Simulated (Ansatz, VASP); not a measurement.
This is a calculation of NaI for Ansatz 0.2.0.

Contents of input:

```
crystal:
  lattice:
    - [0.0, 3.2146785402, 3.2146785402]
    - [3.2146785402, 0.0, 3.2146785402]
    - [3.2146785402, 3.2146785402, 0.0]
  atoms:
    - { symbol: I, position: [0.5, 0.5, 0.5] }
    - { symbol: Na, position: [0.0, 0.0, 0.0] }
hamiltonian:
  xc: hse06
  pseudopotentials: { kind: paw }
kpoints:
  mp_grid: { grid: [4, 4, 4] }
scf:
  occupations: { method: fermi_dirac, width: 0.05 }
output:
  forces: true
  stress: true
  eigenvalues: true
```

Task: Set up the same calculation for VASP 6.6.1. Potentials there: VASP PAW PBE potentials, release 64 (I, Na_pv).

Result: As run (the cutoff follows the program's own potentials):

File POSCAR:

```
NaI
1.0
    0.0000000000      3.2146785402      3.2146785402
    3.2146785402      0.0000000000      3.2146785402
    3.2146785402      3.2146785402      0.0000000000
I Na
1 1
Direct
    0.5000000000      0.5000000000      0.5000000000
    0.0000000000      0.0000000000      0.0000000000
```

The input INCAR.step1:

```
PREC = Accurate
ENCUT = 520
EDIFF = 1E-5
ISMEAR = -1
SIGMA = 0.05
LREAL = False
LASPH = True
NELM = 60
ALGO = Normal
ISIF = 2
LWAVE = True
GGA = PE
NBANDS = 14
```

INCAR.step2

```
PREC = Accurate
ENCUT = 520
EDIFF = 1E-6
ISMEAR = -1
SIGMA = 0.05
LREAL = False
LASPH = True
NELM = 60
ALGO = Normal
ISIF = 2
LWAVE = False
LCHARG = True
GGA = PE
LHFCALC = True
HFSCREEN = 0.2079
PRECFOCK = Normal
LELF = True
LVHAR = True
ISTART = 1
NBANDS = 14
```

The input KPOINTS:

```
regular mesh
0
Gamma
  4 4 4
```

Potentials or basis: VASP PAW PBE potentials, release 64 (I, Na_pv).

Launch:

```console
$ cat potpaw_PBE.64/I/POTCAR potpaw_PBE.64/Na_pv/POTCAR > POTCAR
$ cp INCAR.step1 INCAR
$ mpirun -np 1 vasp_std > vasp.out
$ cp INCAR.step2 INCAR
$ mpirun -np 1 vasp_std > vasp.out
```

Both were run:

|  | VASP | Ansatz | Ansatz less VASP |
| --- | --- | --- | --- |
| gap on the k mesh at the Fermi level (eV) | 4.71 | 4.74 | +0.024 |
| least direct gap on the mesh (eV) | 4.71 | 4.74 | +0.024 |
| pressure (GPa) | 0.5 | 0.5 | -0.01 |

VASP's potentials hold 14 valence electrons a cell and Ansatz's 26, so a difference there can come from the potentials and not from the codes.

The k mesh is coarse, so the values compare programs but aren't converged. Neither program's run includes spin-orbit coupling.
